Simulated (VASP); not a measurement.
# Al12O in VASP: single point with PBE

Aim: the single point of Al12O with PBE.

Everything below comes from runs of VASP 6.6.1. Logs are shortened: lines on timing, memory, paths and dates and some standing lists are left out, and cuts for length are marked.

### 1 The cell of the first run

The cell holds a slab with vacuum, 13 atoms: a = 5.714 Å, b = 5.714 Å, c = 19.675 Å, α = 90.00°, β = 90.00°, γ = 90.00°.

### 2 Single point, PBE

The input, INCAR:

```
SYSTEM = Al12O
PREC = Accurate
ENCUT = 520
EDIFF = 1E-7
ISMEAR = 0
SIGMA = 0.1
LREAL = .False.
LASPH = .True.
NELM = 60
ALGO = Normal
ISIF = 2
LWAVE = .False.
LCHARG = .True.
LDIPOL = .True.
IDIPOL = 3
DIPOL = 0.5 0.5 0.322
GGA = PE
LELF = .True.
LVHAR = .True.
LVACPOTAV = .True.
NBANDS = 33
```

The input, KPOINTS:

```
Automatic mesh
0
Gamma
  5 5 1
  0 0 0
```

The input, POSCAR:

```
Al12O
1.0
    5.7135165838      0.0000000000      0.0000000000
    0.0000000000      5.7135165838      0.0000000000
    0.0000000000      0.0000000000     19.6746954361
Al O
12 1
Direct
    0.2500000000      0.2500000000      0.2033068320
    0.2500000000      0.7500000000      0.2033068320
    0.7500000000      0.2500000000      0.2033068320
    0.7500000000      0.7500000000      0.2033068320
    0.0000000000      0.0000000000      0.3092728611
    0.0000000000      0.5000000000      0.3092728611
    0.5000000000      0.0000000000      0.3092728611
    0.5000000000      0.5000000000      0.3092728611
    0.2500000000      0.2500000000      0.4154928580
    0.2500000000      0.7500000000      0.4154928580
    0.7500000000      0.2500000000      0.4154928580
    0.7500000000      0.7500000000      0.4154928580
    0.2500000000      0.5000000000      0.4677354236
```

Potentials or basis: VASP PAW PBE potentials, release 64 (Al, O).

On the command line:

```console
cat potpaw_PBE.64/Al/POTCAR potpaw_PBE.64/O/POTCAR > POTCAR
mpirun -np 1 vasp_std > vasp.out
```

OUTCAR:

```text
SYSTEM = Al12O
   PREC = Accurate
   ENCUT = 520
   EDIFF = 1E-7
   ISMEAR = 0
   LREAL = .False.
   LASPH = .True.
   NELM = 60
   ISIF = 2
   GGA = PE

 ion  position               nearest neighbor table
   1  0.250  0.250  0.203-   2 2.86   3 2.86   2 2.86   3 2.86   7 2.90   8 2.90   5 2.90   6 2.90

   2  0.250  0.750  0.203-   1 2.86   4 2.86   1 2.86   4 2.86   7 2.90   8 2.90   5 2.90   6 2.90

   3  0.750  0.250  0.203-   1 2.86   4 2.86   4 2.86   1 2.86   7 2.90   8 2.90   5 2.90   6 2.90

   4  0.750  0.750  0.203-   2 2.86   3 2.86   3 2.86   2 2.86   7 2.90   8 2.90   5 2.90   6 2.90

   5  0.000  0.000  0.309-   6 2.86   7 2.86   6 2.86   7 2.86   1 2.90   2 2.90   3 2.90   4 2.90
                            11 2.91  12 2.91   9 2.91  10 2.91
   6  0.000  0.500  0.309-   5 2.86   8 2.86   5 2.86   8 2.86   1 2.90   2 2.90   3 2.90   4 2.90
                            11 2.91  12 2.91   9 2.91  10 2.91
   7  0.500  0.000  0.309-   5 2.86   8 2.86   8 2.86   5 2.86   1 2.90   2 2.90   3 2.90   4 2.90
                            11 2.91  12 2.91   9 2.91  10 2.91
   8  0.500  0.500  0.309-   6 2.86   7 2.86   7 2.86   6 2.86   1 2.90   2 2.90   3 2.90   4 2.90
                            11 2.91  12 2.91   9 2.91  10 2.91
   9  0.250  0.250  0.415-  13 1.76  11 2.86  10 2.86  10 2.86  11 2.86   6 2.91   7 2.91   8 2.91
                             5 2.91
  10  0.250  0.750  0.415-  13 1.76  12 2.86   9 2.86   9 2.86  12 2.86   6 2.91   7 2.91   8 2.91
                             5 2.91
  11  0.750  0.250  0.415-   9 2.86  12 2.86  12 2.86   9 2.86   5 2.91   6 2.91   7 2.91   8 2.91

  12  0.750  0.750  0.415-  10 2.86  11 2.86  11 2.86  10 2.86   5 2.91   6 2.91   7 2.91   8 2.91

  13  0.250  0.500  0.468-   9 1.76  10 1.76

  LATTYP: Found a simple tetragonal cell.
 ALAT       =     5.7135165838
 C/A-ratio  =     3.4435351937

  Lattice vectors:

 A1 = (   5.7135165838,   0.0000000000,   0.0000000000)
 A2 = (   0.0000000000,   5.7135165838,   0.0000000000)
 A3 = (   0.0000000000,   0.0000000000,  19.6746954361)

Analysis of symmetry for initial positions (statically):
=====================================================================
 Subroutine PRICEL returns:
 Original cell was already a primitive cell.

 Routine SETGRP: Setting up the symmetry group for a
 simple tetragonal supercell.

 Subroutine GETGRP returns: Found  4 space group operations
 (whereof  2 operations were pure point group operations)
 out of a pool of 16 trial point group operations.

The static configuration has the point symmetry C_1h.
 The point group associated with its full space group is C_2v.

Analysis of symmetry for dynamics (positions and initial velocities):
=====================================================================
 Subroutine PRICEL returns:
 Original cell was already a primitive cell.

 Routine SETGRP: Setting up the symmetry group for a
 simple tetragonal supercell.

 Subroutine GETGRP returns: Found  4 space group operations
 (whereof  2 operations were pure point group operations)
 out of a pool of 16 trial point group operations.

The dynamic configuration has the point symmetry C_1h.
 The point group associated with its full space group is C_2v.

 Subroutine INISYM returns: Found  4 space group operations
 (whereof  2 operations are pure point group operations),
 and found     1 'primitive' translations

----------------------------------------------------------------------------------------

                                     Primitive cell

  volume of cell :     642.2661

  direct lattice vectors                    reciprocal lattice vectors
     5.713516584  0.000000000  0.000000000     0.175023558  0.000000000  0.000000000
     0.000000000  5.713516584  0.000000000     0.000000000  0.175023558  0.000000000
     0.000000000  0.000000000 19.674695436     0.000000000  0.000000000  0.050826708

  length of vectors
     5.713516584  5.713516584 19.674695436     0.175023558  0.175023558  0.050826708

  position of ions in fractional coordinates (direct lattice)
     0.250000000  0.250000000  0.203306832
     0.250000000  0.750000000  0.203306832
     0.750000000  0.250000000  0.203306832
     0.750000000  0.750000000  0.203306832
     0.000000000  0.000000000  0.309272861
     0.000000000  0.500000000  0.309272861
     0.500000000  0.000000000  0.309272861
     0.500000000  0.500000000  0.309272861
     0.250000000  0.250000000  0.415492858
     0.250000000  0.750000000  0.415492858
     0.750000000  0.250000000  0.415492858
     0.750000000  0.750000000  0.415492858
     0.250000000  0.500000000  0.467735424

  ion indices of the primitive-cell ions
   primitive index   ion index
                 1           1
                 2           2
                 3           3
                 4           4
                 5           5
                 6           6
                 7           7
                 8           8
                 9           9
                10          10
                11          11
                12          12
                13          13

----------------------------------------------------------------------------------------

 KPOINTS: Automatic mesh

Automatic generation of k-mesh.
 Grid dimensions read from file:
 generate k-points for:    5    5    1

 Generating k-lattice:

  Cartesian coordinates                     Fractional coordinates (reciprocal lattice)
     0.035004712  0.000000000  0.000000000     0.200000000  0.000000000  0.000000000
     0.000000000  0.035004712  0.000000000     0.000000000  0.200000000  0.000000000
     0.000000000  0.000000000  0.050826708     0.000000000  0.000000000  1.000000000

  Length of vectors
     0.035004712  0.035004712  0.050826708

  Shift w.r.t. Gamma in fractional coordinates (k-lattice)
     0.000000000  0.000000000  0.000000000

 Subroutine IBZKPT returns following result:
 ===========================================

 Found      9 irreducible k-points:

 Following reciprocal coordinates:
            Coordinates               Weight
  0.000000  0.000000  0.000000      1.000000
  0.200000  0.000000  0.000000      2.000000
  0.000000  0.200000  0.000000      2.000000
  0.400000  0.000000  0.000000      2.000000
  0.000000  0.400000  0.000000      2.000000
  0.200000  0.200000  0.000000      4.000000
  0.400000  0.200000  0.000000      4.000000
 -0.200000  0.400000  0.000000      4.000000
  0.400000  0.400000  0.000000      4.000000
   k-points           NKPTS =      9   k-points in BZ     NKDIM =      9   number of bands    NBANDS=     33
   number of dos      NEDOS =    301   number of ions     NIONS =     13
   total plane-waves  NPLWV = 264600
   dimension x,y,z NGX =    42 NGY =   42 NGZ =  150
   dimension x,y,z NGXF=    84 NGYF=   84 NGZF=  300
   ions per type =              12   1
   NGX,Y,Z   is equivalent  to a cutoff of  12.22, 12.22, 12.67 a.u.
   NGXF,Y,Z  is equivalent  to a cutoff of  24.44, 24.44, 25.35 a.u.
 SYSTEM =  Al12O
   PREC   = accura    normal or accurate (medium, high low for compatibility)
   ISTART =      0    job   : 0-new  1-cont  2-samecut
   ICHARG =      2    charge: 1-file 2-atom 10-const
   ISPIN  =      1    spin polarized calculation?
   LNONCOLLINEAR =      F non collinear calculations
   LSORBIT =      F    spin-orbit coupling
   LASPH  =      T    aspherical Exc in radial PAW
   ENCUT  =  520.0 eV  38.22 Ry    6.18 a.u.  10.62 10.62 36.58*2*pi/ulx,y,z
   NELM   =     60;   NELMIN=  2; NELMDL= -5     # of ELM steps
   EDIFF  = 0.1E-06   stopping-criterion for ELM
   LREAL  =      F    real-space projection
   EDIFFG = 0.1E-05   stopping-criterion for IOM
   NSW    =      0    number of steps for IOM
   IBRION =     -1    ionic relax: 0-MD 1-quasi-New 2-CG
   NFREE  =      0    steps in history (QN), initial steepest desc. (CG)
   ISIF   =      2    stress and relaxation
   ISYM   =      2    0-nonsym 1-usesym 2-fastsym
   POTIM  = 0.5000    time-step for ionic-motion
   TEBEG  =    0.0;   TEEND  =   0.0 temperature during run
   PSTRESS=    0.0 pullay stress
   NELECT =      42.0000    total number of electrons
   NUPDOWN=      -1.0000    fix difference up-down
   EMIN   =  10.00;   EMAX   =-10.00  energy-range for DOS
   EFERMI =   0.00;   METHOD = LEGACY
   ISMEAR =     0;   SIGMA  =   0.10  broadening in eV -4-tet -1-fermi 0-gaus
   EFERMI_NEDOS =   21; number of points for ismear=-14 and -15
   IALGO  =     38    algorithm
   IMIX   =      4    mixing-type and parameters
     AMIX     =   0.40;   BMIX     =  1.00
     AMIX_MAG =   1.60;   BMIX_MAG =  1.00
  volume/ion in A,a.u.               =      49.41       333.40
  Fermi-wavevector in a.u.,A,eV,Ry     =   0.659558  1.246384  5.918760  0.435017
  Thomas-Fermi vector in A             =   1.731731
   LORBIT       =      0    0 simple, 1 ext, 2 COOP (PROOUT), +10 PAW based schemes
   GGA     = PE    functional components
   LHFCALC =     F    Hartree Fock is set to
   AEXX    =    0.0000 exact exchange contribution
   IVDW    =     0    specifies the selected vdW correction
   LEPSILON=     F    determine dielectric tensor
   LRPA    =     F    only Hartree local field effects (RPA)
 non-spin polarized calculation
 Gauss-broadening in eV      SIGMA  =   0.10
  energy-cutoff  :      520.00
  volume of cell :      642.27
 maximum number of plane-waves:     17320
   NGX = 21   NGY = 21   NGZ = 73

 dipolmoment           0.000000      0.000000     -0.101339 electrons x Angstroem

 number of electron      41.9999994 magnetization

 dipolmoment           0.000000      0.000000      0.100763 electrons x Angstroem

 Free energy of the ion-electron system (eV)
  ---------------------------------------------------
  ext. energy  EPLUGINS =         0.00000000
  ---------------------------------------------------
  free energy    TOTEN  =       -49.52028167 eV

  energy without entropy =      -49.47163647  energy(sigma->0) =      -49.49595907

 E-fermi :  -0.6520     XC(G=0):  -4.2476

 val. band max:       -0.6609931609   @ k =  -0.2000   0.4000   0.0000
 cond. band min:      -0.6418431615   @ k =   0.0000   0.0000   0.0000
 fundamental gap:      0.0191499994
 Fermi energy:        -0.6519958002

 k-point     1 :       0.0000    0.0000    0.0000
  band No.  band energies     occupation
      1     -19.1063      2.00000
      2     -10.6788      2.00000
      3      -8.4730      2.00000
      4      -6.7545      2.00000
      5      -6.3517      2.00000
      6      -6.3289      2.00000
[... 25 lines left out ...]
     32       2.3452      0.00000
     33       2.4653      0.00000

 k-point     2 :       0.2000    0.0000    0.0000
  band No.  band energies     occupation
      1     -19.1056      2.00000
      2     -10.5022      2.00000
      3      -8.3207      2.00000
      4      -7.8614      2.00000
      5      -6.6509      2.00000
      6      -6.0964      2.00000
[... 25 lines left out ...]
     32       2.4168      0.00000
     33       2.6934      0.00000
[... 214 lines left out ...]
     32       2.9672      0.00000
     33       3.1143      0.00000

 k-point     9 :       0.4000    0.4000    0.0000
  band No.  band energies     occupation
      1     -19.1017      2.00000
      2      -9.2801      2.00000
      3      -8.4643      2.00000
      4      -8.3582      2.00000
      5      -7.5826      2.00000
      6      -7.2198      2.00000
[... 25 lines left out ...]
     32       2.5622      0.00000
     33       2.8299      0.00000

------------------------ aborting loop because EDIFF is reached ----------------------------------------

  FORCE on cell =-STRESS in cart. coord.  units (eV):
  Direction    XX          YY          ZZ          XY          YZ          ZX
  --------------------------------------------------------------------------------------
  -------------------------------------------------------------------------------------
  Total       -4.3743040     -8.4430093     -0.3074756      0.0000000      0.0000000      0.0000000
  in kB      -10.9120047    -21.0616721     -0.7670192      0.0000000      0.0000000      0.0000000
  external PRESSURE =     -10.9135653 kB  Pullay stress =       0.0000000 kB

 VOLUME and BASIS-vectors are now :
 -----------------------------------------------------------------------------
  energy-cutoff  :      520.00
  volume of cell :      642.27
      direct lattice vectors                 reciprocal lattice vectors
     5.713516584  0.000000000  0.000000000     0.175023558  0.000000000  0.000000000
     0.000000000  5.713516584  0.000000000     0.000000000  0.175023558  0.000000000
     0.000000000  0.000000000 19.674695436     0.000000000  0.000000000  0.050826708

 POSITION                                       TOTAL-FORCE (eV/Angst)
 -----------------------------------------------------------------------------------
      1.42838      1.42838      4.00000        -0.000000     -0.012536      0.058251
      1.42838      4.28514      4.00000        -0.000000      0.012536      0.058251
      4.28514      1.42838      4.00000        -0.000000      0.031917      0.071822
      4.28514      4.28514      4.00000        -0.000000     -0.031917      0.071822
      0.00000      0.00000      6.08485        -0.148003      0.000000     -0.003540
      0.00000      2.85676      6.08485        -0.049707      0.000000     -0.181782
      2.85676      0.00000      6.08485         0.148003      0.000000     -0.003540
      2.85676      2.85676      6.08485         0.049707      0.000000     -0.181782
      1.42838      1.42838      8.17470        -0.000000     -0.090144      0.273926
      1.42838      4.28514      8.17470        -0.000000      0.090144      0.273926
      4.28514      1.42838      8.17470        -0.000000     -0.195864     -0.236273
      4.28514      4.28514      8.17470        -0.000000      0.195864     -0.236273
      1.42838      2.85676      9.20255        -0.000000      0.000000      0.035191
 -----------------------------------------------------------------------------------
    total drift:                                0.000000     -0.000000     -0.000101

  FREE ENERGIE OF THE ION-ELECTRON SYSTEM (eV)
  ---------------------------------------------------
  free  energy   TOTEN  =       -49.5202816727 eV

  energy  without entropy=      -49.4716364738  energy(sigma->0) =      -49.49595907

 vacuum level on the upper side and lower side of the slab         4.345         3.786
```

Run time: 3.3 min. Hardware: 1 thread of Intel Xeon 6975P-C (Granite Rapids), shared host; peak memory 0.62 GiB.

Results:

```
Free energy            : -49.5203 eV
Largest force          : 0.307 eV/Å
Band gap on the k mesh : zero (band 21 reaches -0.05 eV, above the bottom of band 22 at -0.86 eV)
```

Forces in eV/Å, atoms in the order of the input:
```
Al   0.000 -0.013  0.058
Al   0.000  0.013  0.058
Al   0.000  0.032  0.072
Al   0.000 -0.032  0.072
Al  -0.148  0.000 -0.004
Al  -0.050  0.000 -0.182
Al   0.148  0.000 -0.004
Al   0.050  0.000 -0.182
Al   0.000 -0.090  0.274
Al   0.000  0.090  0.274
Al   0.000 -0.196 -0.236
Al   0.000  0.196 -0.236
O    0.000  0.000  0.035
```
